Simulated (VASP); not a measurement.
NiPt:

```xyz
2
Lattice="2.5157 0.0000 0.0000 0.0000 2.5157 0.0000 0.0000 0.0000 3.3218" Properties=species:S:1:pos:R:3 pbc="T T T"
Ni    1.2578    1.2578    1.6609
Pt    0.0000    0.0000    0.0000
```

This cell differs from its parent crystal: volume scaled by 0.8.

Base run:

| Quantity | Value |
| --- | --- |
| Program | VASP 6.6.1 |
| Functional | LDA |
| Potentials or basis | VASP PAW LDA potentials, release 64 (Ni, Pt) |
| Cutoff | 520 eV |
| k mesh | 11 × 11 × 8 |
| Occupations | fermi-dirac, width 0.1 eV |
| Spin | no spin polarisation |

Its results: band gap on the k mesh zero (band 10 reaches 15.46 eV, above the bottom of band 11 at 12.97 eV); pressure 74.1 GPa.

Q: The run is repeated on the same cell with these changes: potentials or basis from VASP PAW LDA potentials, release 64 (Ni, Pt) to VASP PAW LDA potentials, release 64 (Ni_sv_GW, Pt_sv_GW); cutoff from 520 eV to 590 eV; further incar settings from ALGO = Normal; EDIFF = 1e-06; NBANDS = 17 to ALGO = Normal; EDIFF = 1e-06; NBANDS = 25; valence electrons from 20 to 36. What comes out?

A: Band gap on the k mesh zero (band 18 reaches 14.03 eV, above the bottom of band 19 at 11.58 eV); pressure 71.6 GPa.

Caveats: spin-orbit coupling is left out, which moves the levels of the heavy elements.
